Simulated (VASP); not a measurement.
Set up this calculation in VASP 6.6.1, as the native input.

- Task: single point
- Functional: PBE
- Potentials or basis: VASP PAW PBE potentials, release 64 (Sn_d, O)
- Cutoff: 520 eV
- k mesh: 6 × 6 × 6
- Occupations: gaussian, width 0.05 eV
- Spin: no spin polarisation
- Dipole correction: no
- Further INCAR settings: ALGO = Fast; EDIFF = 1e-07; NBANDS = 64

The structure of SnO2 lies in POSCAR:

```
SnO2
1.0
    0.0000000000      4.5220682583      4.5220682583
    4.5220682583      0.0000000000      4.5220682583
    4.5220682583      4.5220682583      0.0000000000
Sn O
4 8
Direct
    0.2824500780      0.0856374805      0.4675499220
    0.6250000000      0.1250000000      0.1250000000
    0.1250000000      0.6250000000      0.1250000000
    0.1250000000      0.1250000000      0.1250000000
    0.8910551956      0.8910551956      0.8910551956
    0.8910551956      0.3268344131      0.8910551956
    0.8910551956      0.8910551956      0.3268344131
    0.3268344131      0.8910551956      0.8910551956
    0.9231655869      0.3589448044      0.3589448044
    0.3589448044      0.3589448044      0.9231655869
    0.3589448044      0.9231655869      0.3589448044
    0.3589448044      0.3589448044      0.3589448044
```

This cell differs from its parent crystal: atom 1 (Sn) moved by -0.890 Å along [1 0 0] and +0.534 Å along [0 0 1].

One way to write it, as run:

INCAR

```
ALGO = Fast
EDIFF = 1E-7
ENCUT = 520
GGA = PE
ISIF = 2
ISMEAR = 0
LASPH = T
LCHARG = T
LELF = T
LREAL = F
LVHAR = T
LWAVE = F
NBANDS = 64
NELM = 60
PREC = Accurate
SIGMA = 0.05
```

KPOINTS

```
k-points
0
Gamma
  6 6 6
```

Potentials or basis: VASP PAW PBE potentials, release 64 (Sn_d, O).

Command:

```sh
$ cat potpaw_PBE.64/Sn_d/POTCAR potpaw_PBE.64/O/POTCAR > POTCAR
$ mpirun -np 1 vasp_std > vasp.out
```

Results of the run:

```yaml
Pressure: 40.2 GPa
Largest_force: 79.653 eV/Å
```

Caveat: the cell differs from its parent crystal (atom 1 (Sn) moved by -0.890 Å along [1 0 0] and +0.534 Å along [0 0 1]); atoms lie so close that the PAW spheres overlap strongly, which falsifies energies and pressures; the cell stands under pressure; forces of over 1 eV/Å act on the atoms, so gaps and moduli don't describe the material at rest.

Run time: 60 min on 1 thread of Oxide Virtual Turin-like Processor, on a shared host, peak memory 0.93 GiB.
